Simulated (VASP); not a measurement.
# Cd3Cl3O (Pm-3m) in VASP: a series of runs

Runs on Cd3Cl3O. Level: PBE. Tasks: single point.

Everything below comes from runs of VASP 6.6.1. Logs are shortened: lines on timing, memory, paths and dates and some standing lists are left out, and cuts for length are marked.

## Step 1: The cell of the first run

The structure is cubic, space group Pm-3m (No. 221). The conventional cell has a = 5.353 Å, b = 5.353 Å, c = 5.353 Å, α = 90.00°, β = 90.00°, γ = 90.00°. Within 3.5 Å of Cd (site symmetry 4/mmm) lie 4 Cl at 2.68 Å and 2 O at 2.68 Å. Cl (site symmetry 4/mmm) has 4 Cd at 2.68 Å within 3.5 Å. Within 3.5 Å of O (site symmetry m-3m) lie 6 Cd at 2.68 Å.

## Step 2: Single point, PBE

INCAR reads:

```
SYSTEM = Cd3Cl3O
  ALGO = Normal
  EDIFF = 1E-6
  ENCUT = 520
  GGA = PE
  ISIF = 2
  ISMEAR = 0
  LASPH = .TRUE.
  LCHARG = .TRUE.
  LELF = .TRUE.
  LREAL = .FALSE.
  LVHAR = .TRUE.
  LWAVE = .FALSE.
  NBANDS = 40
  NELM = 60
  PREC = Accurate
  SIGMA = 0.2
```

KPOINTS reads:

```
k-points
0
G
  4 4 4
  0 0 0
```

POSCAR reads:

```
Cd3Cl3O
1.0
    5.3534268700      0.0000000000      0.0000000000
    0.0000000000      5.3534268700      0.0000000000
    0.0000000000      0.0000000000      5.3534268700
Cd Cl O
3 3 1
Direct
    0.5000000000      0.5000000000      0.0000000000
    1.0000000000      0.5000000000      0.5000000000
    0.5000000000      0.0000000000      0.5000000000
    0.5000000000      0.0000000000      0.0000000000
    1.0000000000      0.5000000000      0.0000000000
    1.0000000000      0.0000000000      0.5000000000
    0.5000000000      0.5000000000      0.5000000000
```

Potentials or basis: VASP PAW PBE potentials, release 64 (Cd, Cl, O).

Started as:

```bash
$ cat potpaw_PBE.64/Cd/POTCAR potpaw_PBE.64/Cl/POTCAR potpaw_PBE.64/O/POTCAR > POTCAR
$ mpirun -np 1 vasp_std > vasp.out
```

OUTCAR:

```text
SYSTEM = Cd3Cl3O
   EDIFF = 1E-6
   ENCUT = 520
   GGA = PE
   ISIF = 2
   ISMEAR = 0
   LASPH = .TRUE.
   LREAL = .FALSE.
   NELM = 60
   PREC = Accurate

 ion  position               nearest neighbor table
   1  0.500  0.500  0.000-   4 2.68   5 2.68   7 2.68   7 2.68   4 2.68   5 2.68
   2  0.000  0.500  0.500-   5 2.68   6 2.68   7 2.68   5 2.68   6 2.68   7 2.68
   3  0.500  0.000  0.500-   4 2.68   6 2.68   7 2.68   4 2.68   7 2.68   6 2.68
   4  0.500  0.000  0.000-   1 2.68   3 2.68   3 2.68   1 2.68
   5  0.000  0.500  0.000-   1 2.68   2 2.68   2 2.68   1 2.68
   6  0.000  0.000  0.500-   2 2.68   3 2.68   2 2.68   3 2.68
   7  0.500  0.500  0.500-   1 2.68   2 2.68   3 2.68   1 2.68   3 2.68   2 2.68

  LATTYP: Found a simple cubic cell.
 ALAT       =     5.3534268700

  Lattice vectors:

 A1 = (   5.3534268700,   0.0000000000,   0.0000000000)
 A2 = (   0.0000000000,   5.3534268700,   0.0000000000)
 A3 = (   0.0000000000,   0.0000000000,   5.3534268700)

Analysis of symmetry for initial positions (statically):
=====================================================================
 Subroutine PRICEL returns:
 Original cell was already a primitive cell.

 Routine SETGRP: Setting up the symmetry group for a
 simple cubic supercell.

 Subroutine GETGRP returns: Found 48 space group operations
 (whereof 48 operations were pure point group operations)
 out of a pool of 48 trial point group operations.

The static configuration has the point symmetry O_h .

Analysis of symmetry for dynamics (positions and initial velocities):
=====================================================================
 Subroutine PRICEL returns:
 Original cell was already a primitive cell.

 Routine SETGRP: Setting up the symmetry group for a
 simple cubic supercell.

 Subroutine GETGRP returns: Found 48 space group operations
 (whereof 48 operations were pure point group operations)
 out of a pool of 48 trial point group operations.

The dynamic configuration has the point symmetry O_h .

 Subroutine INISYM returns: Found 48 space group operations
 (whereof 48 operations are pure point group operations),
 and found     1 'primitive' translations

----------------------------------------------------------------------------------------

                                     Primitive cell

  volume of cell :     153.4248

  direct lattice vectors                    reciprocal lattice vectors
     5.353426870  0.000000000  0.000000000     0.186796238  0.000000000  0.000000000
     0.000000000  5.353426870  0.000000000     0.000000000  0.186796238  0.000000000
     0.000000000  0.000000000  5.353426870     0.000000000  0.000000000  0.186796238

  length of vectors
     5.353426870  5.353426870  5.353426870     0.186796238  0.186796238  0.186796238

  position of ions in fractional coordinates (direct lattice)
     0.500000000  0.500000000  0.000000000
     0.000000000  0.500000000  0.500000000
     0.500000000  0.000000000  0.500000000
     0.500000000  0.000000000  0.000000000
     0.000000000  0.500000000  0.000000000
     0.000000000  0.000000000  0.500000000
     0.500000000  0.500000000  0.500000000

  ion indices of the primitive-cell ions
   primitive index   ion index
                 1           1
                 2           2
                 3           3
                 4           4
                 5           5
                 6           6
                 7           7

----------------------------------------------------------------------------------------

 KPOINTS: k-points

Automatic generation of k-mesh.
 Grid dimensions read from file:
 generate k-points for:    4    4    4

 Generating k-lattice:

  Cartesian coordinates                     Fractional coordinates (reciprocal lattice)
     0.046699060  0.000000000  0.000000000     0.250000000  0.000000000  0.000000000
     0.000000000  0.046699060  0.000000000     0.000000000  0.250000000  0.000000000
     0.000000000  0.000000000  0.046699060     0.000000000  0.000000000  0.250000000

  Length of vectors
     0.046699060  0.046699060  0.046699060

  Shift w.r.t. Gamma in fractional coordinates (k-lattice)
     0.000000000  0.000000000  0.000000000

 Subroutine IBZKPT returns following result:
 ===========================================

 Found     10 irreducible k-points:

 Following reciprocal coordinates:
            Coordinates               Weight
  0.000000  0.000000  0.000000      1.000000
  0.250000  0.000000  0.000000      6.000000
  0.500000  0.000000  0.000000      3.000000
  0.250000  0.250000  0.000000     12.000000
  0.500000  0.250000  0.000000     12.000000
  0.500000  0.500000  0.000000      3.000000
  0.250000  0.250000  0.250000      8.000000
  0.500000  0.250000  0.250000     12.000000
  0.500000  0.500000  0.250000      6.000000
  0.500000  0.500000  0.500000      1.000000
   k-points           NKPTS =     10   k-points in BZ     NKDIM =     10   number of bands    NBANDS=     40
   number of dos      NEDOS =    301   number of ions     NIONS =      7
   total plane-waves  NPLWV =  64000
   dimension x,y,z NGX =    40 NGY =   40 NGZ =   40
   dimension x,y,z NGXF=    80 NGYF=   80 NGZF=   80
   ions per type =               3   3   1
   NGX,Y,Z   is equivalent  to a cutoff of  12.42, 12.42, 12.42 a.u.
   NGXF,Y,Z  is equivalent  to a cutoff of  24.84, 24.84, 24.84 a.u.
 SYSTEM =  Cd3Cl3O
   PREC   = accura    normal or accurate (medium, high low for compatibility)
   ISTART =      0    job   : 0-new  1-cont  2-samecut
   ICHARG =      2    charge: 1-file 2-atom 10-const
   ISPIN  =      1    spin polarized calculation?
   LNONCOLLINEAR =      F non collinear calculations
   LSORBIT =      F    spin-orbit coupling
   LASPH  =      T    aspherical Exc in radial PAW
   ENCUT  =  520.0 eV  38.22 Ry    6.18 a.u.   9.95  9.95  9.95*2*pi/ulx,y,z
   NELM   =     60;   NELMIN=  2; NELMDL= -5     # of ELM steps
   EDIFF  = 0.1E-05   stopping-criterion for ELM
   LREAL  =      F    real-space projection
   EDIFFG = 0.1E-04   stopping-criterion for IOM
   NSW    =      0    number of steps for IOM
   IBRION =     -1    ionic relax: 0-MD 1-quasi-New 2-CG
   NFREE  =      0    steps in history (QN), initial steepest desc. (CG)
   ISIF   =      2    stress and relaxation
   ISYM   =      2    0-nonsym 1-usesym 2-fastsym
   POTIM  = 0.5000    time-step for ionic-motion
   TEBEG  =    0.0;   TEEND  =   0.0 temperature during run
   PSTRESS=    0.0 pullay stress
   NELECT =      63.0000    total number of electrons
   NUPDOWN=      -1.0000    fix difference up-down
   EMIN   =  10.00;   EMAX   =-10.00  energy-range for DOS
   EFERMI =   0.00;   METHOD = LEGACY
   ISMEAR =     0;   SIGMA  =   0.20  broadening in eV -4-tet -1-fermi 0-gaus
   EFERMI_NEDOS =   21; number of points for ismear=-14 and -15
   IALGO  =     38    algorithm
   IMIX   =      4    mixing-type and parameters
     AMIX     =   0.40;   BMIX     =  1.00
     AMIX_MAG =   1.60;   BMIX_MAG =  1.00
  volume/ion in A,a.u.               =      21.92       147.91
  Fermi-wavevector in a.u.,A,eV,Ry     =   1.216811  2.299439 20.145182  1.480629
  Thomas-Fermi vector in A             =   2.352152
   LORBIT       =      0    0 simple, 1 ext, 2 COOP (PROOUT), +10 PAW based schemes
   GGA     = PE    functional components
   LHFCALC =     F    Hartree Fock is set to
   AEXX    =    0.0000 exact exchange contribution
   IVDW    =     0    specifies the selected vdW correction
   LEPSILON=     F    determine dielectric tensor
   LRPA    =     F    only Hartree local field effects (RPA)
 non-spin polarized calculation
 Gauss-broadening in eV      SIGMA  =   0.20
  energy-cutoff  :      520.00
  volume of cell :      153.42
 maximum number of plane-waves:      4224
 NGX is ok and might be reduce to    40
   NGX = 19   NGY = 19   NGZ = 19

 number of electron      62.9999975 magnetization

 Free energy of the ion-electron system (eV)
  ---------------------------------------------------
  ext. energy  EPLUGINS =         0.00000000
  ---------------------------------------------------
  free energy    TOTEN  =       -17.67771516 eV

  energy without entropy =      -17.64872561  energy(sigma->0) =      -17.66322038

 E-fermi :   3.1254     XC(G=0):  -9.4727

 val. band max:        2.9353484635   @ k =   0.2500   0.0000   0.0000
 cond. band min:       3.1627726013   @ k =   0.2500   0.0000   0.0000
 fundamental gap:      0.2274241377
 Fermi energy:         3.1254111306

 k-point     1 :       0.0000    0.0000    0.0000
  band No.  band energies     occupation
      1     -14.2950      2.00000
      2     -13.9438      2.00000
      3     -13.7249      2.00000
      4     -13.7249      2.00000
      5      -6.1860      2.00000
      6      -6.1860      2.00000
[... 32 lines left out ...]
     39       9.1699      0.00000
     40       9.1699      0.00000

 k-point     2 :       0.2500    0.0000    0.0000
  band No.  band energies     occupation
      1     -14.2207      2.00000
      2     -13.9342      2.00000
      3     -13.7645      2.00000
      4     -13.6854      2.00000
      5      -6.2522      2.00000
      6      -6.2428      2.00000
[... 32 lines left out ...]
     39       8.9815      0.00000
     40       9.6764      0.00000

 k-point     3 :       0.5000    0.0000    0.0000
  band No.  band energies     occupation
      1     -14.1222      2.00000
      2     -13.9300      2.00000
      3     -13.8222      2.00000
      4     -13.6447      2.00000
      5      -6.5174      2.00000
      6      -6.4805      2.00000
[... 251 lines left out ...]
  band No.  band energies     occupation
      1     -14.0355      2.00000
      2     -13.7463      2.00000
      3     -13.7463      2.00000
      4     -13.7065      2.00000
      5      -6.6697      2.00000
      6      -6.6109      2.00000
[... 32 lines left out ...]
     39       8.2413      0.00000
     40       8.6582      0.00000

 k-point    10 :       0.5000    0.5000    0.5000
  band No.  band energies     occupation
      1     -14.0202      2.00000
      2     -13.7040      2.00000
      3     -13.7040      2.00000
      4     -13.7040      2.00000
      5      -6.6980      2.00000
      6      -6.6980      2.00000
[... 32 lines left out ...]
     39       7.9465      0.00000
     40       7.9465      0.00000

------------------------ aborting loop because EDIFF is reached ----------------------------------------

  FORCE on cell =-STRESS in cart. coord.  units (eV):
  Direction    XX          YY          ZZ          XY          YZ          ZX
  --------------------------------------------------------------------------------------
  -------------------------------------------------------------------------------------
  Total        0.2709944      0.2709944      0.2709944      0.0000000      0.0000000      0.0000000
  in kB        2.8299270      2.8299270      2.8299270      0.0000000      0.0000000      0.0000000
  external PRESSURE =       2.8299270 kB  Pullay stress =       0.0000000 kB

 VOLUME and BASIS-vectors are now :
 -----------------------------------------------------------------------------
  energy-cutoff  :      520.00
  volume of cell :      153.42
      direct lattice vectors                 reciprocal lattice vectors
     5.353426870  0.000000000  0.000000000     0.186796238  0.000000000  0.000000000
     0.000000000  5.353426870  0.000000000     0.000000000  0.186796238  0.000000000
     0.000000000  0.000000000  5.353426870     0.000000000  0.000000000  0.186796238

 POSITION                                       TOTAL-FORCE (eV/Angst)
 -----------------------------------------------------------------------------------
      2.67671      2.67671      0.00000         0.000000      0.000000      0.000000
      0.00000      2.67671      2.67671         0.000000      0.000000      0.000000
      2.67671      0.00000      2.67671         0.000000      0.000000      0.000000
      2.67671      0.00000      0.00000         0.000000      0.000000      0.000000
      0.00000      2.67671      0.00000         0.000000      0.000000      0.000000
      0.00000      0.00000      2.67671         0.000000      0.000000      0.000000
      2.67671      2.67671      2.67671         0.000000      0.000000      0.000000
 -----------------------------------------------------------------------------------
    total drift:                                0.000000      0.000000     -0.000000

  FREE ENERGIE OF THE ION-ELECTRON SYSTEM (eV)
  ---------------------------------------------------
  free  energy   TOTEN  =       -17.6777151629 eV

  energy  without entropy=      -17.6487256054  energy(sigma->0) =      -17.66322038
```

It took 27 s on 1 thread of Intel Xeon 6975P-C (Granite Rapids), shared host; peak memory 0.25 GiB.

What came out:

```yaml
Free_energy: -17.6777 eV
Pressure: 0.3 GPa
Band_gap_on_the_k_mesh: zero (an odd number of electrons rules out a gap without spin polarisation)
```

Caveat: an odd number of electrons without spin polarisation forces a metal; a magnetic or distorted state may lie lower.

(Part 1 of 2 ends here.)
